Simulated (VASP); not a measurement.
## P: relaxation of cell and atoms with PBE

The system is P.

```xyz
3
Lattice="3.4599 0.0000 0.0000 -1.7300 2.9964 0.0000 0.0000 0.0000 6.4736" Properties=species:S:1:pos:R:3 pbc="T T T"
P     0.0000    1.9976    3.4940
P     0.0000    0.0000    4.2606
P     0.0000    0.0000    1.4645
```

The cell was generated, and may not be a known phase.

```
Program                : VASP 6.6.1
Task                   : relaxation of cell and atoms
Functional             : PBE
Potentials or basis    : VASP PAW PBE potentials, release 64 (P)
Cutoff                 : 600 eV
k mesh                 : 6 × 6 × 4
Occupations            : gaussian, width 0.1 eV
Spin                   : no spin polarisation
Dipole correction      : no
Further INCAR settings : ALGO = Normal; EDIFF = 1e-06; IBRION = 2; EDIFFG = -0.04; NSW = 90; ISIF = 3
```

- Relaxed volume: 17.10 Å³/atom
- Relaxed cell: a = 3.380 Å, b = 3.380 Å, c = 5.186 Å, α = 90.00°, β = 90.00°, γ = 120.00°
- Space group after relaxing (to 0.1 Å): P-6m2 (No. 187)
- Energy gained by relaxing: 657.2 meV/atom
- Ionic steps: 27
- Pressure after relaxing: 0.0 GPa
- Largest force after relaxing: 0.038 eV/Å
- Band gap on the k mesh: zero (an odd number of electrons rules out a gap without spin polarisation)

Forces on the atoms (eV/Å):
```
P    0.000  0.000  0.038
P    0.000  0.000 -0.029
P    0.000  0.000 -0.008
```

Stress tensor (GPa, compression positive):
```
-0.03  0.00  0.00
 0.00 -0.03  0.00
 0.00  0.00  0.05
```

Step by step:
| step | energy change (eV) | largest force (eV/Å) | pressure (GPa) | volume (Å³) |
| --- | --- | --- | --- | --- |
| 1 | 0.0000 | 2.9560 | 2.33 | 67.11 |
| 2 | -0.5635 | 1.5926 | -4.90 | 70.27 |
| 3 | -0.6505 | 0.9628 | -7.59 | 71.82 |
| 4 | -1.2089 | 0.5906 | -5.39 | 63.30 |
| 5 | -1.4138 | 1.0080 | -0.33 | 57.13 |
| 6 | -1.4158 | 1.1677 | 0.47 | 56.44 |
| 7 | -1.5290 | 1.1898 | 0.67 | 54.71 |
| 8 | -1.6904 | 1.6383 | 7.02 | 49.50 |
| 9 | -1.7143 | 0.9710 | 8.21 | 49.59 |
| 10 | -1.7165 | 0.9756 | 7.84 | 49.57 |
| 11 | -1.7820 | 0.8569 | 5.95 | 50.37 |
| 12 | -1.8980 | 0.4572 | 1.36 | 52.79 |
| 13 | -1.8161 | 0.7249 | -5.56 | 57.80 |
| 14 | -1.9131 | 0.5981 | -0.81 | 54.25 |
| 15 | -1.9132 | 0.5867 | -0.69 | 54.15 |
| 16 | -1.9246 | 0.4971 | -0.64 | 54.03 |
| 17 | -1.9466 | 0.2224 | -1.15 | 53.63 |
| 18 | -1.9483 | 0.3043 | -1.43 | 53.48 |
| 19 | -1.9559 | 0.3044 | -0.93 | 52.80 |
| 20 | -1.9650 | 0.2442 | 1.18 | 50.81 |
| 21 | -1.9686 | 0.1220 | 1.09 | 50.53 |
| 22 | -1.9687 | 0.0996 | 1.07 | 50.48 |
| 23 | -1.9707 | 0.0787 | 0.43 | 50.90 |
| 24 | -1.9712 | 0.0625 | -0.09 | 51.24 |
| 25 | -1.9715 | 0.0452 | -0.03 | 51.28 |
| 26 | -1.9716 | 0.0425 | 0.00 | 51.30 |
| 27 | -1.9717 | 0.0376 | 0.00 | 51.31 |

Final structure:
```
P
1.0
     3.38017    0.00000    0.00000
    -1.69008    2.92731    0.00000
     0.00000    0.00000    5.18592
P
3
Direct
  0.33333 0.66667 0.47260
  0.00000 0.00000 0.76728
  0.00000 0.00000 0.18422
```

Levels at points of the mesh, in eV from the Fermi level:
```csv
k point,band 6,band 7,band 8,band 9,band 10,band 11
"(0.00, 0.00, 0.00)",0.43,1.68,1.68,2.44,2.44,2.84
"(0.50, 0.00, 0.00)",-3.70,-2.65,0.78,0.87,2.39,3.95
"(0.00, 0.00, 0.50)",-1.23,0.29,0.29,1.92,2.89,2.89
"(0.50, 0.00, 0.50)",-2.56,-1.31,-1.20,1.21,1.46,3.11
```

It took 4.3 min on 1 thread of Oxide Virtual Turin-like Processor, on a shared host, peak memory 0.17 GiB.

Caveat: the volume moved by over 15 % at a fixed basis, so the end points are rough.
